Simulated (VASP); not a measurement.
A run of VASP 6.6.1:

Contents of INCAR:

```
SYSTEM = Si
ALGO = Normal ; EDIFF = 1E-6
ENCUT = 520 ; GGA = PE
ISIF = 2 ; ISMEAR = -1
LASPH = .True. ; LCHARG = .False.
LREAL = .False. ; LWAVE = .False.
NBANDS = 16 ; NELM = 80
PREC = Accurate ; SIGMA = 0.02
```

KPOINTS

```
k-points
0
Gamma
  8 6 8
  0 0 0
```

The input POSCAR:

```
Si
1.0
   -2.7354715901      2.7354715901      0.0000000000
    0.0000000000      0.0000000000      5.4709431802
    2.7354715901      2.7354715901      0.0000000000
Si
4
Direct
    0.5000000000      0.3750000000      0.2500000000
    0.0000000000      0.8750000000      0.7500000000
    0.0000000000      0.1250000000      0.2500000000
    0.5000000000      0.6250000000      0.7500000000
```

Potentials or basis: VASP PAW PBE potentials, release 64 (Si).

Launch:

```bash
$ cat potpaw_PBE.64/Si/POTCAR > POTCAR
$ mpirun -np 1 vasp_std > vasp.out
```

Hardware: 1 thread of Intel(R) Xeon(R) Platinum 8488C (Sapphire Rapids), on a shared host.

Question: Estimate the wall time of this run.

Answer: Wall time 32 s on 1 thread of Intel(R) Xeon(R) Platinum 8488C (Sapphire Rapids) (shared host), peak memory 0.2 GiB. Counts: scf iterations 11, k points 60.
